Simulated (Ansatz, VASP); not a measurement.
SiC: VASP beside Ansatz

File INCAR:

```
SYSTEM = SiC
PREC = Accurate
ENCUT = 520
EDIFF = 1E-6
ISMEAR = 0
SIGMA = 0.05
LREAL = .FALSE.
LASPH = .TRUE.
NELM = 60
ALGO = Normal
ISIF = 2
LWAVE = .FALSE.
LCHARG = .TRUE.
GGA = PE
LELF = .TRUE.
LVHAR = .TRUE.
NBANDS = 11
```

File KPOINTS:

```
Automatic mesh
0
G
  12 12 12
  0 0 0
```

POSCAR

```
SiC
1.0
    0.0000000000      2.1740000000      2.1740000000
    2.1740000000      0.0000000000      2.1740000000
    2.1740000000      2.1740000000      0.0000000000
Si C
1 1
Direct
   -0.1034958602     -0.1034958602     -0.0428693889
    0.7500000000      0.7500000000      0.7500000000
```

Input for Ansatz:

```yaml
crystal:
  lattice:
    - [0.0, 2.174, 2.174]
    - [2.174, 0.0, 2.174]
    - [2.174, 2.174, 0.0]
  atoms:
    - { symbol: Si, position: [-0.1034958602, -0.1034958602, -0.0428693889] }
    - { symbol: C, position: [0.75, 0.75, 0.75] }
basis:
  ecutwfc: 420
kpoints:
  mp_grid: { grid: [12, 12, 12] }
hamiltonian:
  xc: pbe
scf:
  occupations: { method: gaussian, width: 0.05 }
output:
  forces: true
  stress: true
  eigenvalues: true
```

Alike in both runs: task single point; functional PBE; k mesh 12 × 12 × 12; occupations gaussian, width 0.05 eV; no spin polarisation.

```csv
,VASP,Ansatz
version,VASP 6.6.1,Ansatz 0.2.0
potentials or method,"VASP PAW PBE potentials, release 64 (Si, C), cutoff 520 eV","scalar-relativistic, plane waves, PAW"
valence electrons in the cell,8,8
```

Ansatz gave:

| Property | Result |
| --- | --- |
| gap on the k mesh at the Fermi level (eV) | 0.22 |
| least direct gap on the mesh (eV) | 2.96 |
| rms of the force components (eV/Å) | 27.623 |

Q: What did VASP give for the same quantities?

A: gap on the k mesh at the Fermi level (eV): 0.18; least direct gap on the mesh (eV): 2.95; rms of the force components (eV/Å): 27.113.

Atom by atom the forces differ by 0.510 eV/Å (rms over components).
